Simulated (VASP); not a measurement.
# Ga (Im-3m) in VASP: settings compared

Aim: see how the results for Ga move with the level of theory and the settings. Levels: HSE06, PBE. Tasks: single point.

Program: VASP 6.6.1. These are calculated values, not measurements. Logs are shortened: lines on timing, memory, paths and dates and some standing lists are left out, and cuts for length are marked.

## Step 1: The cell of the first run

Symmetry: Im-3m, No. 229, cubic system. Conventional cell: a = 3.355 Å, b = 3.355 Å, c = 3.355 Å, α = 90.00°, β = 90.00°, γ = 90.00°. Within 3.8 Å of Ga (site symmetry m-3m) lie 14 Ga at 2.91 to 3.35 Å.

This isn't the form of Ga at room conditions, which is orthorhombic.

## Step 2: Single point, HSE06

Contents of POSCAR:

```
Ga
1.0
   -1.6774982832      1.6774982832      1.6774982832
    1.6774982832     -1.6774982832      1.6774982832
    1.6774982832      1.6774982832     -1.6774982832
Ga
1
Direct
    0.0000000000      0.0000000000      0.0000000000
```

Contents of INCAR.step1:

```
SYSTEM = Ga
  PREC = Accurate
  ENCUT = 520
  EDIFF = 1E-5
  ISMEAR = 0
  SIGMA = 0.05
  LREAL = .False.
  LASPH = .True.
  NELM = 100
  ALGO = Normal
  ISIF = 2
  LWAVE = .True.
  LCHARG = .False.
  GGA = PE
  NBANDS = 12
```

Contents of INCAR.step2:

```
SYSTEM = Ga
  PREC = Accurate
  ENCUT = 520
  EDIFF = 1E-6
  ISMEAR = 0
  SIGMA = 0.05
  LREAL = .False.
  LASPH = .True.
  NELM = 100
  ALGO = Normal
  ISIF = 2
  LWAVE = .False.
  LCHARG = .False.
  GGA = PE
  LHFCALC = .True.
  HFSCREEN = 0.2079
  PRECFOCK = Normal
  ISTART = 1
  NBANDS = 12
```

Contents of KPOINTS:

```
regular mesh
0
Gamma
  8 8 8
  0 0 0
```

Potentials or basis: VASP PAW PBE potentials, release 64 (Ga_d).

Run with:

```bash
$ cat potpaw_PBE.64/Ga_d/POTCAR > POTCAR
$ cp INCAR.step1 INCAR
$ mpirun -np 1 vasp_std > vasp.out
$ cp INCAR.step2 INCAR
$ mpirun -np 1 vasp_std > vasp.out
```

OUTCAR:

```text
SYSTEM = Ga
   PREC = Accurate
   ENCUT = 520
   EDIFF = 1E-6
   ISMEAR = 0
   LREAL = .False.
   LASPH = .True.
   NELM = 100
   ISIF = 2
   GGA = PE
   LHFCALC = .True.
   HFSCREEN = 0.2079
   PRECFOCK = Normal
   ISTART = 1

 ion  position               nearest neighbor table
   1  0.000  0.000  0.000-

  LATTYP: Found a body centered cubic cell.
 ALAT       =     3.3549965664

  Lattice vectors:

 A1 = (  -1.6774982832,   1.6774982832,   1.6774982832)
 A2 = (   1.6774982832,  -1.6774982832,   1.6774982832)
 A3 = (   1.6774982832,   1.6774982832,  -1.6774982832)

Analysis of symmetry for initial positions (statically):
=====================================================================
 Subroutine PRICEL returns:
 Original cell was already a primitive cell.

 Routine SETGRP: Setting up the symmetry group for a
 body centered cubic supercell.

 Subroutine GETGRP returns: Found 48 space group operations
 (whereof 48 operations were pure point group operations)
 out of a pool of 48 trial point group operations.

The static configuration has the point symmetry O_h .

Analysis of symmetry for dynamics (positions and initial velocities):
=====================================================================
 Subroutine PRICEL returns:
 Original cell was already a primitive cell.

 Routine SETGRP: Setting up the symmetry group for a
 body centered cubic supercell.

 Subroutine GETGRP returns: Found 48 space group operations
 (whereof 48 operations were pure point group operations)
 out of a pool of 48 trial point group operations.

The dynamic configuration has the point symmetry O_h .

 Subroutine INISYM returns: Found 48 space group operations
 (whereof 48 operations are pure point group operations),
 and found     1 'primitive' translations

----------------------------------------------------------------------------------------

                                     Primitive cell

  volume of cell :      18.8819

  direct lattice vectors                    reciprocal lattice vectors
    -1.677498283  1.677498283  1.677498283     0.000000000  0.298062898  0.298062898
     1.677498283 -1.677498283  1.677498283     0.298062898  0.000000000  0.298062898
     1.677498283  1.677498283 -1.677498283     0.298062898  0.298062898  0.000000000

  length of vectors
     2.905512256  2.905512256  2.905512256     0.421524593  0.421524593  0.421524593

  position of ions in fractional coordinates (direct lattice)
     0.000000000  0.000000000  0.000000000

  ion indices of the primitive-cell ions
   primitive index   ion index
                 1           1

----------------------------------------------------------------------------------------

 KPOINTS: regular mesh

Automatic generation of k-mesh.
 Grid dimensions read from file:
 generate k-points for:    8    8    8

 Generating k-lattice:

  Cartesian coordinates                     Fractional coordinates (reciprocal lattice)
     0.000000000  0.037257862  0.037257862     0.125000000  0.000000000  0.000000000
     0.037257862  0.000000000  0.037257862     0.000000000  0.125000000  0.000000000
     0.037257862  0.037257862  0.000000000     0.000000000  0.000000000  0.125000000

  Length of vectors
     0.052690574  0.052690574  0.052690574

  Shift w.r.t. Gamma in fractional coordinates (k-lattice)
     0.000000000  0.000000000  0.000000000

 Subroutine IBZKPT returns following result:
 ===========================================

 Found     29 irreducible k-points:

 Following reciprocal coordinates:
            Coordinates               Weight
  0.000000  0.000000  0.000000      1.000000
  0.125000  0.000000  0.000000     12.000000
  0.250000  0.000000  0.000000     12.000000
  0.375000  0.000000  0.000000     12.000000
  0.500000  0.000000  0.000000      6.000000
  0.125000  0.125000  0.000000     24.000000
[... 16 lines left out ...]
 -0.250000  0.250000  0.250000      6.000000
 -0.375000  0.375000  0.250000     24.000000
 [... further k-points ...]
   k-points           NKPTS =     29   k-points in BZ     NKDIM =    512   number of bands    NBANDS=     12
   number of dos      NEDOS =    301   number of ions     NIONS =      1
   total plane-waves  NPLWV =  13824
   dimension x,y,z NGX =    24 NGY =   24 NGZ =   24
   dimension x,y,z NGXF=    48 NGYF=   48 NGZF=   48
   ions per type =               1
   NGX,Y,Z   is equivalent  to a cutoff of  13.73, 13.73, 13.73 a.u.
   NGXF,Y,Z  is equivalent  to a cutoff of  27.46, 27.46, 27.46 a.u.
 SYSTEM =  Ga
   PREC   = accura    normal or accurate (medium, high low for compatibility)
   ISTART =      1    job   : 0-new  1-cont  2-samecut
   ICHARG =      0    charge: 1-file 2-atom 10-const
   ISPIN  =      1    spin polarized calculation?
   LNONCOLLINEAR =      F non collinear calculations
   LSORBIT =      F    spin-orbit coupling
   LASPH  =      T    aspherical Exc in radial PAW
   ENCUT  =  520.0 eV  38.22 Ry    6.18 a.u.   5.40  5.40  5.40*2*pi/ulx,y,z
   NELM   =    100;   NELMIN=  2; NELMDL=  0     # of ELM steps
   EDIFF  = 0.1E-05   stopping-criterion for ELM
   LREAL  =      F    real-space projection
   EDIFFG = 0.1E-04   stopping-criterion for IOM
   NSW    =      0    number of steps for IOM
   IBRION =     -1    ionic relax: 0-MD 1-quasi-New 2-CG
   NFREE  =      0    steps in history (QN), initial steepest desc. (CG)
   ISIF   =      2    stress and relaxation
   ISYM   =      3    0-nonsym 1-usesym 2-fastsym
   POTIM  = 0.5000    time-step for ionic-motion
   TEBEG  =    0.0;   TEEND  =   0.0 temperature during run
   PSTRESS=    0.0 pullay stress
   NELECT =      13.0000    total number of electrons
   NUPDOWN=      -1.0000    fix difference up-down
   EMIN   =  10.00;   EMAX   =-10.00  energy-range for DOS
   EFERMI =   0.00;   METHOD = LEGACY
   ISMEAR =     0;   SIGMA  =   0.05  broadening in eV -4-tet -1-fermi 0-gaus
   EFERMI_NEDOS =   21; number of points for ismear=-14 and -15
   IALGO  =     38    algorithm
   IMIX   =      1    mixing-type and parameters
     AMIX     =   0.40;   BMIX     =  1.00
     AMIX_MAG =   1.60;   BMIX_MAG =  1.00
  volume/ion in A,a.u.               =      18.88       127.42
  Fermi-wavevector in a.u.,A,eV,Ry     =   1.445575  2.731740 28.431906  2.089686
  Thomas-Fermi vector in A             =   2.563741
   LORBIT       =      0    0 simple, 1 ext, 2 COOP (PROOUT), +10 PAW based schemes
   GGA     = PE    functional components
   LHFCALC =     T    Hartree Fock is set to
   PRECFOCK=normal    Normal, Fast or Accurate (Low or Medium for compatibility)
   ENCUT4O =  -1.0   cutoff for four orbital integrals eV
   NKREDX  =     1    reduce k-point grid by
   NKREDY  =     1    reduce k-point grid by
   NKREDZ  =     1    reduce k-point grid by
   AEXX    =    0.2500 exact exchange contribution
   HFSCREEN=    0.2079 screening length (either q_TF or 0.3 A-1)
   HFSCREENC=   0.2079 screening length for correlation (either q_TF or 0.3 A-1)
   ENCUTFOCK=  -1.0 apply spherical cutoff to Coloumb kernel
   IVDW    =     0    specifies the selected vdW correction
   LEPSILON=     F    determine dielectric tensor
   LRPA    =     F    only Hartree local field effects (RPA)
 non-spin polarized calculation
 Gauss-broadening in eV      SIGMA  =   0.05
  energy-cutoff  :      520.00
  volume of cell :       18.88
 maximum number of plane-waves:       532
 NGX is ok and might be reduce to    24
  NGX = 18; NGY = 18; NGZ = 18

 number of electron      12.9999994 magnetization

 Free energy of the ion-electron system (eV)
  ---------------------------------------------------
  ext. energy  EPLUGINS =         0.00000000
  ---------------------------------------------------
  free energy    TOTEN  =        -3.20310958 eV

  energy without entropy =       -3.20064028  energy(sigma->0) =       -3.20187493

 E-fermi :   5.7712     XC(G=0):  -9.0515

 val. band max:        5.7562644622   @ k =  -0.3750   0.3750   0.1250
 cond. band min:       5.7821966310   @ k =  -0.3750   0.5000   0.2500
 fundamental gap:      0.0259321689
 Fermi energy:         5.7712061733

 k-point     1 :       0.0000    0.0000    0.0000
  band No.  band energies     occupation
      1     -12.2888      2.00000
      2     -12.2888      2.00000
      3     -12.2888      2.00000
      4     -12.1063      2.00000
      5     -12.1063      2.00000
      6      -6.9296      2.00000
      7      19.3243      0.00000
      8      19.3243      0.00000
      9      19.3243      0.00000
     10      23.6297      0.00000
     11      23.6297      0.00000
     12      23.6297      0.00000

 k-point     2 :       0.1250    0.0000    0.0000
  band No.  band energies     occupation
      1     -12.3006      2.00000
      2     -12.2809      2.00000
      3     -12.2463      2.00000
      4     -12.1177      2.00000
      5     -12.1066      2.00000
      6      -6.4532      2.00000
      7      15.7991      0.00000
      8      17.5812      0.00000
      9      18.5460      0.00000
     10      21.0610      0.00000
     11      21.1135      0.00000
     12      23.2768      0.00000

 k-point     3 :       0.2500    0.0000    0.0000
  band No.  band energies     occupation
      1     -12.3292      2.00000
      2     -12.2832      2.00000
      3     -12.1421      2.00000
      4     -12.1316      2.00000
      5     -12.1070      2.00000
      6      -5.0058      2.00000
      7      10.3713      0.00000
      8      15.3630      0.00000
      9      17.0080      0.00000
     10      19.1875      0.00000
     11      19.4222      0.00000
     12      24.1532      0.00000
[... 286 lines left out ...]
 k-point    23 :      -0.2500    0.2500    0.2500
  band No.  band energies     occupation
      1     -12.2377      2.00000
      2     -12.1894      2.00000
      3     -12.1894      2.00000
      4     -12.1661      2.00000
      5     -12.1510      2.00000
      6      -3.0739      2.00000
      7      11.3662      0.00000
      8      11.3662      0.00000
      9      12.0098      0.00000
     10      14.8305      0.00000
     11      25.9109      0.00000
     12      25.9109      0.00000

 k-point    24 :      -0.3750    0.3750    0.2500
  band No.  band energies     occupation
      1     -12.2875      2.00000
      2     -12.2258      2.00000
      3     -12.1916      2.00000
      4     -12.1343      2.00000
      5     -12.0520      2.00000
      6      -0.6475      2.00000
      7       7.0611      0.00000
      8       9.9143      0.00000
      9      11.8734      0.00000
     10      15.2397      0.00000
     11      21.8234      0.00000
     12      24.9937      0.00000

 [... further k-points ...]

------------------------ aborting loop because EDIFF is reached ----------------------------------------

  FORCE on cell =-STRESS in cart. coord.  units (eV):
  Direction    XX          YY          ZZ          XY          YZ          ZX
  --------------------------------------------------------------------------------------
  -------------------------------------------------------------------------------------
  Total        0.0344066      0.0344066      0.0344066     -0.0000000     -0.0000000     -0.0000000
  in kB        2.9194878      2.9194878      2.9194878     -0.0000000     -0.0000000     -0.0000000
  external PRESSURE =       2.9194878 kB  Pullay stress =       0.0000000 kB

 VOLUME and BASIS-vectors are now :
 -----------------------------------------------------------------------------
  energy-cutoff  :      520.00
  volume of cell :       18.88
      direct lattice vectors                 reciprocal lattice vectors
    -1.677498283  1.677498283  1.677498283     0.000000000  0.298062898  0.298062898
     1.677498283 -1.677498283  1.677498283     0.298062898  0.000000000  0.298062898
     1.677498283  1.677498283 -1.677498283     0.298062898  0.298062898  0.000000000

 POSITION                                       TOTAL-FORCE (eV/Angst)
 -----------------------------------------------------------------------------------
      0.00000      0.00000      0.00000         0.000000      0.000000     -0.000000
 -----------------------------------------------------------------------------------
    total drift:                               -0.000000      0.000000      0.000000

  FREE ENERGIE OF THE ION-ELECTRON SYSTEM (eV)
  ---------------------------------------------------
  free  energy   TOTEN  =        -3.2031095819 eV

  energy  without entropy=       -3.2006402795  energy(sigma->0) =       -3.20187493
```

It took 73 min on 1 thread of Intel Xeon Platinum 8375C at 2.90GHz (Ice Lake), shared host; peak memory 0.25 GiB.

What came out:

```
Free energy            : -3.2031 eV
Pressure               : 0.3 GPa
Band gap on the k mesh : zero (an odd number of electrons rules out a gap without spin polarisation)
```

Levels at points of the mesh, in eV from the Fermi level:
```csv
k point,band 4,band 5,band 6,band 7,band 8,band 9
"(0.00, 0.00, 0.00)",-17.88,-17.88,-12.70,13.55,13.55,13.55
"(0.50, 0.00, 0.00)",-17.88,-17.76,-5.25,-4.48,7.61,9.67
"(0.50, 0.50, 0.50)",-17.79,-17.79,1.61,1.61,1.61,1.69
```

Caveat: the PAW data sets were made with another functional, which shifts forces and pressure a little.

## Step 3: Single point, PBE

This run uses another cell than the first one, of 19.59 Å³/atom.

Contents of INCAR:

```
SYSTEM = Ga
  PREC = Accurate
  ENCUT = 520
  EDIFF = 1E-6
  ISMEAR = 0
  SIGMA = 0.05
  LREAL = .False.
  LASPH = .True.
  NELM = 100
  ALGO = Normal
  ISIF = 2
  LWAVE = .False.
  LCHARG = .False.
  GGA = PE
  NBANDS = 12
```

Contents of KPOINTS:

```
Automatic mesh
0
Gamma
  8 8 8
  0 0 0
```

Contents of POSCAR:

```
Ga
1.0
   -1.6983540875      1.6983540875      1.6983540875
    1.6983540875     -1.6983540875      1.6983540875
    1.6983540875      1.6983540875     -1.6983540875
Ga
1
Direct
    0.0000000000      0.0000000000      0.0000000000
```

Potentials or basis: VASP PAW PBE potentials, release 64 (Ga_d).

Run with:

```bash
$ cat potpaw_PBE.64/Ga_d/POTCAR > POTCAR
$ mpirun -np 1 vasp_std > vasp.out
```

It used 8.1 s of CPU time on 1 thread of Intel(R) Xeon(R) Platinum 8375C CPU @ 2.90GHz (Ice Lake) (shared host).

The run converged. Its results:

| Item | Value |
| --- | --- |
| Free energy | -2.8311 eV |
| Pressure | -0.7 GPa |
| Band gap on the k mesh | zero (an odd number of electrons rules out a gap without spin polarisation) |

Levels at points of the mesh, in eV from the Fermi level:
```
           k point  band 2  band 3  band 4  band 5  band 6  band 7  band 8  band 9  band 10  band 11
(0.00, 0.00, 0.00)  -15.04  -15.04  -14.87  -14.87  -10.90   11.97   11.97   11.97    16.65    16.65
(0.50, 0.00, 0.00)  -15.09  -14.88  -14.87  -14.77   -4.62   -3.70    6.67    8.68    11.10    11.30
(0.50, 0.50, 0.50)  -15.13  -14.79  -14.79  -14.79    1.00    1.46    1.46    1.46     5.58     5.58
```

(Continued in part 2 of 2.)
